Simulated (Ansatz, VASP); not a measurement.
## Two plane-wave programs on PbS

```
Pb S
1.0
     3.65366    0.00000    0.00000
     0.00000    3.65366    0.00000
     0.00000    0.00000    3.65366
Pb S
1 1
Direct
  0.00000 0.00000 0.00000
  0.50000 0.50000 0.50000
```

Alike in both runs: task electric field gradients; functional PBE; k mesh 4 × 4 × 4; occupations gaussian, width 0.1 eV; no spin polarisation.

|  | VASP | Ansatz |
| --- | --- | --- |
| version | VASP 6.6.1 | Ansatz 0.2.0 |
| potentials or method | VASP PAW PBE potentials, release 64 (Pb_d, S), cutoff 400 eV | scalar-relativistic, plane waves, PAW |
| valence electrons in the cell | 20 | 20 |

```tsv
	VASP	Ansatz	Ansatz less VASP
gap on the k mesh at the Fermi level (eV)	none	none	-
pressure (GPa)	-0.6	-0.5	+0.06
```

A gap of «none» marks a metal or a gap that the smearing closes. Ansatz's warnings: stress scf threshold loose.

The k mesh is coarse, so the values compare programs but aren't converged. Neither program's run includes spin-orbit coupling.
